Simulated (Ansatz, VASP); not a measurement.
## One calculation of MgO, two programs

```
CELL_PARAMETERS angstrom
2.08062 -2.08062 0.00000
2.08062 0.00000 -2.08062
8.32247 8.32247 8.32247
ATOMIC_POSITIONS crystal
Mg 0.00000 0.00000 0.50000
Mg 0.33333 0.33333 0.33333
Mg 0.66667 0.66667 0.66667
Mg 0.00000 0.00000 0.00000
Mg 0.33333 0.33333 0.83333
Mg 0.66667 0.66667 0.16667
O 0.66667 0.66667 0.41667
O 0.00000 0.00000 0.25000
O 0.33333 0.33333 0.58333
O 0.66667 0.66667 0.91667
O 0.00000 0.00000 0.75000
O 0.33333 0.33333 0.08333
```

Alike in both runs: task single point; functional LDA; k mesh 9 × 9 × 2; occupations gaussian, width 0.05 eV; no spin polarisation.

|  | VASP | Ansatz |
| --- | --- | --- |
| version | VASP 6.6.1 | Ansatz 0.2.0 |
| potentials or method | VASP PAW LDA potentials, release 64 (Mg_sv, O), cutoff 840 eV | scalar-relativistic, plane waves, PAW |
| valence electrons in the cell | 96 | 96 |

Ansatz gave:

```
gap on the k mesh at the Fermi level (eV) : 5.02
least direct gap on the mesh (eV)         : 5.02
pressure (GPa)                            : 0.0
```

**Question.** Estimate VASP's values.

**Answer.** gap on the k mesh at the Fermi level (eV): 5.03; least direct gap on the mesh (eV): 5.03; pressure (GPa): 0.4.

Ansatz warns that its potentials were made for another functional, while VASP's fit it. LDA's correlation is that of Perdew and Zunger in VASP and of Perdew and Wang (1992) in Ansatz.
